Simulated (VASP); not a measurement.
MnS: single point with PBEsol

The system is MnS.

```
CELL_PARAMETERS angstrom
3.09904 0.00000 0.00000
0.00000 6.19808 0.00000
0.00000 0.00000 3.09904
ATOMIC_POSITIONS crystal
Mn 0.50000 0.25000 0.50000
Mn 0.50000 0.75000 0.50000
S 0.00000 0.00000 0.00000
S 0.00000 0.50000 0.00000
```

```json
{
 "Program": "VASP 6.6.1",
 "Task": "single point",
 "Functional": "PBEsol",
 "Potentials or basis": "VASP PAW PBE potentials, release 64 (Mn_pv, S)",
 "Cutoff": "520 eV",
 "k mesh": "10 × 5 × 10",
 "Occupations": "fermi-dirac, width 0.1 eV",
 "Spin": "collinear spin, antiferromagnetic start",
 "Starting moments": "[4.8, -4.8, 0.0, 0.0] μB"
}
```

The pressure is -6.6 GPa and the band gap on the k mesh is zero (filled and empty bands overlap). The net moment is 0.00 μB per cell. The site moments are Mn +3.69, -3.69; S +0.00 μB and the valence electrons inside the program's atomic spheres are Mn 11.41; S 3.64.

Stress tensor (GPa, compression positive):
```
-6.70  0.00  0.00
 0.00 -6.30  0.00
 0.00  0.00 -6.70
```

Levels at points of the mesh, in eV from the Fermi level:
Spin up:
```
           k point  band 16  band 17  band 18  band 19  band 20  band 21  band 22  band 23
(0.00, 0.00, 0.00)    -1.47    -1.46    -0.39    -0.29    -0.29     1.02     1.74     2.48
(0.50, 0.00, 0.00)    -1.76    -0.66    -0.51    -0.31     0.14     1.30     2.00     2.62
(0.50, 0.00, 0.50)    -1.40    -1.35    -0.89     0.15     0.34     2.13     2.19     2.19
```
Spin down:
```
           k point  band 16  band 17  band 18  band 19  band 20  band 21  band 22  band 23
(0.00, 0.00, 0.00)    -1.47    -1.46    -0.39    -0.29    -0.29     1.02     1.74     2.48
(0.50, 0.00, 0.00)    -1.76    -0.66    -0.51    -0.31     0.14     1.30     2.00     2.62
(0.50, 0.00, 0.50)    -1.40    -1.35    -0.89     0.15     0.34     2.13     2.19     2.19
```

Run time: 120 s on 1 thread of Intel(R) Xeon(R) 6975P-C (Granite Rapids) (shared host), peak memory 0.29 GiB.

Caveat: the cell stands under tension; the antiferromagnetic order is the one typed at the start, and another may lie lower; the PAW data sets were made with another functional, which shifts forces and pressure a little; semilocal functionals often make such compounds metallic where correlation or magnetic order opens a gap, which also shifts bond lengths. With open d or f shells a metallic result of PBEsol can be an artefact of self-interaction; +U or a hybrid may open a gap.
